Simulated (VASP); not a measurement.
# Ti (P6/mmm) in VASP: a series of runs

The runs below take Ti through single point, relaxation of cell and atoms, with r2SCAN.

All numbers are computed with VASP 6.6.1; they aren't measurements. Logs are shortened: lines on timing, memory, paths and dates and some standing lists are left out, and cuts for length are marked.

## (1) The cell of the first run

It takes space group P6/mmm (No. 191, hexagonal). Conventional cell: a = 4.522 Å, b = 4.522 Å, c = 2.796 Å, α = 90.00°, β = 90.00°, γ = 120.00°. Within 3.7 Å of Ti (site symmetry 6/mmm) lie 14 Ti at 2.80 to 2.96 Å. Ti (site symmetry -6m2) has 11 Ti at 2.61 to 2.96 Å within 3.4 Å.

This isn't the form of Ti at room conditions, which is hcp.

## (2) Single point, r2SCAN (equal strain along all axes, cell held: -1.0 %)

POSCAR

```
Ti
1.0
    4.5223414941      0.0000000000      0.0000000000
   -2.2611707471      3.9164626185      0.0000000000
    0.0000000000      0.0000000000      2.7963172996
Ti
3
Direct
    0.0000000000      0.0000000000      0.0000000000
    0.3333333333      0.6666666667      0.5000000000
    0.6666666667      0.3333333333      0.5000000000
```

INCAR.step1

```
PREC = Accurate
ENCUT = 520
ISMEAR = 0
SIGMA = 0.1
LREAL = F
LASPH = T
NELM = 100
NBANDS = 25
GGA = PE
ALGO = Normal
EDIFF = 1E-4
LWAVE = T
LCHARG = F
```

INCAR.step2

```
PREC = Accurate
ENCUT = 520
EDIFF = 1E-6
ISMEAR = 0
SIGMA = 0.1
LREAL = F
LASPH = T
NELM = 100
ALGO = Normal
ISIF = 2
LWAVE = F
LCHARG = T
METAGGA = R2SCAN
LMIXTAU = T
LELF = T
LVHAR = T
NBANDS = 25
ISTART = 1
```

KPOINTS

```
regular mesh
0
Gamma
  12 12 18
```

Potentials or basis: VASP PAW PBE potentials, release 64 (Ti_sv).

Run with:

```console
$ cat potpaw_PBE.64/Ti_sv/POTCAR > POTCAR
$ cp INCAR.step1 INCAR
$ mpirun -np 1 vasp_std > vasp.out
$ cp INCAR.step2 INCAR
$ mpirun -np 1 vasp_std > vasp.out
```

OUTCAR:

```text
PREC = Accurate
   ENCUT = 520
   EDIFF = 1E-6
   ISMEAR = 0
   LREAL = F
   LASPH = T
   NELM = 100
   ISIF = 2
   METAGGA = R2SCAN
   ISTART = 1

 ion  position               nearest neighbor table
   1  0.000  0.000  0.000-
   2  0.333  0.667  0.500-   3 2.61   3 2.61   3 2.61
   3  0.667  0.333  0.500-   2 2.61   2 2.61   2 2.61

  LATTYP: Found a hexagonal cell.
 ALAT       =     4.5223414941
 C/A-ratio  =     0.6183339545

  Lattice vectors:

 A1 = (   4.5223414941,   0.0000000000,   0.0000000000)
 A2 = (  -2.2611707471,   3.9164626185,   0.0000000000)
 A3 = (   0.0000000000,   0.0000000000,   2.7963172996)

Analysis of symmetry for initial positions (statically):
=====================================================================
 Subroutine PRICEL returns:
 Original cell was already a primitive cell.

 Routine SETGRP: Setting up the symmetry group for a
 hexagonal supercell.

 Subroutine GETGRP returns: Found 24 space group operations
 (whereof 24 operations were pure point group operations)
 out of a pool of 24 trial point group operations.

The static configuration has the point symmetry D_6h.

Analysis of symmetry for dynamics (positions and initial velocities):
=====================================================================
 Subroutine PRICEL returns:
 Original cell was already a primitive cell.

 Routine SETGRP: Setting up the symmetry group for a
 hexagonal supercell.

 Subroutine GETGRP returns: Found 24 space group operations
 (whereof 24 operations were pure point group operations)
 out of a pool of 24 trial point group operations.

The dynamic configuration has the point symmetry D_6h.

 Subroutine INISYM returns: Found 24 space group operations
 (whereof 24 operations are pure point group operations),
 and found     1 'primitive' translations

----------------------------------------------------------------------------------------

                                     Primitive cell

  volume of cell :      49.5272

  direct lattice vectors                    reciprocal lattice vectors
     4.522341494  0.000000000  0.000000000     0.221124389  0.127666226  0.000000000
    -2.261170747  3.916462619  0.000000000     0.000000000  0.255332451  0.000000000
     0.000000000  0.000000000  2.796317300     0.000000000  0.000000000  0.357613208

  length of vectors
     4.522341494  4.522341494  2.796317300     0.255332451  0.255332451  0.357613208

  position of ions in fractional coordinates (direct lattice)
     0.000000000  0.000000000  0.000000000
     0.333333333  0.666666667  0.500000000
     0.666666667  0.333333333  0.500000000

  ion indices of the primitive-cell ions
   primitive index   ion index
                 1           1
                 2           2
                 3           3

----------------------------------------------------------------------------------------

 KPOINTS: regular mesh

Automatic generation of k-mesh.
 Grid dimensions read from file:
 generate k-points for:   12   12   18

 Generating k-lattice:

  Cartesian coordinates                     Fractional coordinates (reciprocal lattice)
     0.018427032  0.010638852  0.000000000     0.083333333  0.000000000  0.000000000
     0.000000000  0.021277704  0.000000000     0.000000000  0.083333333  0.000000000
     0.000000000  0.000000000  0.019867400     0.000000000  0.000000000  0.055555556

  Length of vectors
     0.021277704  0.021277704  0.019867400

  Shift w.r.t. Gamma in fractional coordinates (k-lattice)
     0.000000000  0.000000000  0.000000000

 Subroutine IBZKPT returns following result:
 ===========================================

 Found    190 irreducible k-points:

 Following reciprocal coordinates:
            Coordinates               Weight
  0.000000  0.000000  0.000000      1.000000
  0.083333  0.000000  0.000000      6.000000
  0.166667  0.000000  0.000000      6.000000
  0.250000 -0.000000  0.000000      6.000000
  0.333333  0.000000  0.000000      6.000000
  0.416667 -0.000000  0.000000      6.000000
[... 16 lines left out ...]
  0.250000 -0.000000  0.055556     12.000000
  0.333333  0.000000  0.055556     12.000000
 [... further k-points ...]
   k-points           NKPTS =    190   k-points in BZ     NKDIM =    190   number of bands    NBANDS=     25
   number of dos      NEDOS =    301   number of ions     NIONS =      3
   total plane-waves  NPLWV =  31104
   dimension x,y,z NGX =    36 NGY =   36 NGZ =   24
   dimension x,y,z NGXF=    72 NGYF=   72 NGZF=   48
   ions per type =               3
   NGX,Y,Z   is equivalent  to a cutoff of  13.23, 13.23, 14.27 a.u.
   NGXF,Y,Z  is equivalent  to a cutoff of  26.47, 26.47, 28.54 a.u.
 SYSTEM =  unknown system
   PREC   = accura    normal or accurate (medium, high low for compatibility)
   ISTART =      1    job   : 0-new  1-cont  2-samecut
   ICHARG =      0    charge: 1-file 2-atom 10-const
   ISPIN  =      1    spin polarized calculation?
   LNONCOLLINEAR =      F non collinear calculations
   LSORBIT =      F    spin-orbit coupling
   LASPH  =      T    aspherical Exc in radial PAW
   ENCUT  =  520.0 eV  38.22 Ry    6.18 a.u.   8.41  8.41  5.20*2*pi/ulx,y,z
   NELM   =    100;   NELMIN=  2; NELMDL=  0     # of ELM steps
   EDIFF  = 0.1E-05   stopping-criterion for ELM
   LREAL  =      F    real-space projection
   EDIFFG = 0.1E-04   stopping-criterion for IOM
   NSW    =      0    number of steps for IOM
   IBRION =     -1    ionic relax: 0-MD 1-quasi-New 2-CG
   NFREE  =      0    steps in history (QN), initial steepest desc. (CG)
   ISIF   =      2    stress and relaxation
   ISYM   =      2    0-nonsym 1-usesym 2-fastsym
   POTIM  = 0.5000    time-step for ionic-motion
   TEBEG  =    0.0;   TEEND  =   0.0 temperature during run
   PSTRESS=    0.0 pullay stress
   NELECT =      36.0000    total number of electrons
   NUPDOWN=      -1.0000    fix difference up-down
   EMIN   =  10.00;   EMAX   =-10.00  energy-range for DOS
   EFERMI =   0.00;   METHOD = LEGACY
   ISMEAR =     0;   SIGMA  =   0.10  broadening in eV -4-tet -1-fermi 0-gaus
   EFERMI_NEDOS =   21; number of points for ismear=-14 and -15
   IALGO  =     38    algorithm
   IMIX   =      4    mixing-type and parameters
     AMIX     =   0.40;   BMIX     =  1.00
     AMIX_MAG =   1.60;   BMIX_MAG =  1.00
  volume/ion in A,a.u.               =      16.51       111.41
  Fermi-wavevector in a.u.,A,eV,Ry     =   1.471955  2.781591 29.479066  2.166650
  Thomas-Fermi vector in A             =   2.587028
   LORBIT       =      0    0 simple, 1 ext, 2 COOP (PROOUT), +10 PAW based schemes
   METAGGA = R2SCAN    functional components
   LHFCALC =     F    Hartree Fock is set to
   AEXX    =    0.0000 exact exchange contribution
   IVDW    =     0    specifies the selected vdW correction
   LEPSILON=     F    determine dielectric tensor
   LRPA    =     F    only Hartree local field effects (RPA)
 non-spin polarized calculation
 Gauss-broadening in eV      SIGMA  =   0.10
  energy-cutoff  :      520.00
  volume of cell :       49.53
 maximum number of plane-waves:      1366
 NGX is ok and might be reduce to    36
   NGX = 17   NGY = 17   NGZ = 11

 number of electron      36.0000007 magnetization

 Free energy of the ion-electron system (eV)
  ---------------------------------------------------
  ext. energy  EPLUGINS =         0.00000000
  ---------------------------------------------------
  free energy    TOTEN  =       -38.88170181 eV

  energy without entropy =      -38.87004560  energy(sigma->0) =      -38.87587371

 E-fermi :   8.8450     XC(G=0): -12.6629

 val. band max:        8.8366252910   @ k =   0.4167   0.1667   0.2778
 cond. band min:       8.8526826708   @ k =   0.2500   0.2500   0.0000
 fundamental gap:      0.0160573798
 Fermi energy:         8.8449502810

 k-point     1 :       0.0000    0.0000    0.0000
  band No.  band energies     occupation
      1     -50.3532      2.00000
      2     -50.1030      2.00000
      3     -49.9190      2.00000
      4     -25.6334      2.00000
      5     -25.6333      2.00000
      6     -25.5806      2.00000
[... 17 lines left out ...]
     24      10.8567      0.00000
     25      10.9910      0.00000

 k-point     2 :       0.0833    0.0000    0.0000
  band No.  band energies     occupation
      1     -50.3516      2.00000
      2     -50.1014      2.00000
      3     -49.9222      2.00000
      4     -25.6784      2.00000
      5     -25.6711      2.00000
      6     -25.5346      2.00000
[... 17 lines left out ...]
     24      10.6904      0.00000
     25      11.2163      0.00000

 k-point     3 :       0.1667    0.0000    0.0000
  band No.  band energies     occupation
      1     -50.3474      2.00000
      2     -50.0967      2.00000
      3     -49.9314      2.00000
      4     -25.7372      2.00000
      5     -25.7025      2.00000
      6     -25.4730      2.00000
[... 17 lines left out ...]
     24      10.5686      0.00000
     25      11.4766      0.00000

 k-point     4 :       0.2500   -0.0000    0.0000
  band No.  band energies     occupation
      1     -50.3419      2.00000
      2     -50.0884      2.00000
      3     -49.9458      2.00000
      4     -25.7884      2.00000
      5     -25.7051      2.00000
      6     -25.4178      2.00000
[... 17 lines left out ...]
     24      10.8428      0.00000
     25      11.7421      0.00000
[... 477 lines left out ...]
 k-point    22 :       0.1667    0.0000    0.0556
  band No.  band energies     occupation
      1     -50.3450      2.00000
      2     -50.0952      2.00000
      3     -49.9295      2.00000
      4     -25.7325      2.00000
      5     -25.6986      2.00000
      6     -25.4721      2.00000
[... 17 lines left out ...]
     24      10.6021      0.00000
     25      11.5217      0.00000

 k-point    23 :       0.2500   -0.0000    0.0556
  band No.  band energies     occupation
      1     -50.3396      2.00000
      2     -50.0867      2.00000
      3     -49.9438      2.00000
      4     -25.7833      2.00000
      5     -25.7016      2.00000
      6     -25.4179      2.00000
[... 17 lines left out ...]
     24      10.8308      0.00000
     25      11.8031      0.00000

 k-point    24 :       0.3333    0.0000    0.0556
  band No.  band energies     occupation
      1     -50.3343      2.00000
      2     -50.0751      2.00000
      3     -49.9612      2.00000
      4     -25.8221      2.00000
      5     -25.6755      2.00000
      6     -25.3754      2.00000
[... 17 lines left out ...]
     24      11.1685      0.00000
     25      11.7675      0.00000

 [... further k-points ...]

------------------------ aborting loop because EDIFF is reached ----------------------------------------

  FORCE on cell =-STRESS in cart. coord.  units (eV):
  Direction    XX          YY          ZZ          XY          YZ          ZX
  --------------------------------------------------------------------------------------
  -------------------------------------------------------------------------------------
  Total        1.2827667      1.2827667      1.3585964     -0.0000000      0.0000000      0.0000000
  in kB       41.4967861     41.4967861     43.9498343     -0.0000000      0.0000000      0.0000000
  external PRESSURE =      42.3144688 kB  Pullay stress =       0.0000000 kB

 VOLUME and BASIS-vectors are now :
 -----------------------------------------------------------------------------
  energy-cutoff  :      520.00
  volume of cell :       49.53
      direct lattice vectors                 reciprocal lattice vectors
     4.522341494  0.000000000  0.000000000     0.221124389  0.127666226  0.000000000
    -2.261170747  3.916462619  0.000000000     0.000000000  0.255332451  0.000000000
     0.000000000  0.000000000  2.796317300     0.000000000  0.000000000  0.357613208

 POSITION                                       TOTAL-FORCE (eV/Angst)
 -----------------------------------------------------------------------------------
      0.00000      0.00000      0.00000        -0.000000      0.000000      0.000000
     -0.00000      2.61098      1.39816         0.000000      0.000000     -0.000000
      2.26117      1.30549      1.39816        -0.000000      0.000000      0.000000
 -----------------------------------------------------------------------------------
    total drift:                                0.000000      0.000000     -0.000000

  FREE ENERGIE OF THE ION-ELECTRON SYSTEM (eV)
  ---------------------------------------------------
  free  energy   TOTEN  =       -38.8817018108 eV

  energy  without entropy=      -38.8700456048  energy(sigma->0) =      -38.87587371
```

Run time: 13 min. Hardware: 1 thread of Intel Xeon 8259CL, shared host; peak memory 0.31 GiB.

What came out:

- Free energy: -38.8817 eV
- Pressure: 4.2 GPa
- Band gap on the k mesh: zero (bands 18 and 19 overlap by 0.29 eV)

Stress tensor (GPa, compression positive):
```
4.15 0.00 0.00
0.00 4.15 0.00
0.00 0.00 4.39
```

Levels at points of the mesh, in eV from the Fermi level:
```
           k point  band 14  band 15  band 16  band 17  band 18  band 19  band 20  band 21  band 22  band 23
(0.00, 0.00, 0.00)    -2.13    -0.81    -0.81    -0.79    -0.79     0.02     0.83     1.47     1.47     2.01
(0.50, 0.00, 0.00)    -3.88    -2.86    -0.46    -0.38    -0.38     0.07     0.64     1.03     1.18     2.12
(0.00, 0.00, 0.50)    -2.32    -2.32    -1.98    -1.87    -1.87     1.15     1.15     1.44     1.44     3.30
(0.50, 0.00, 0.50)    -2.31    -1.91    -1.35    -0.86    -0.78     0.44     0.94     1.00     1.20     2.47
```

Caveat: the cell differs from its parent crystal (equal strain along all axes, cell held: -1.0 %); the cell stands under pressure; the PAW data sets were made with another functional, which shifts forces and pressure a little.

(Continued in part 2 of 2.)
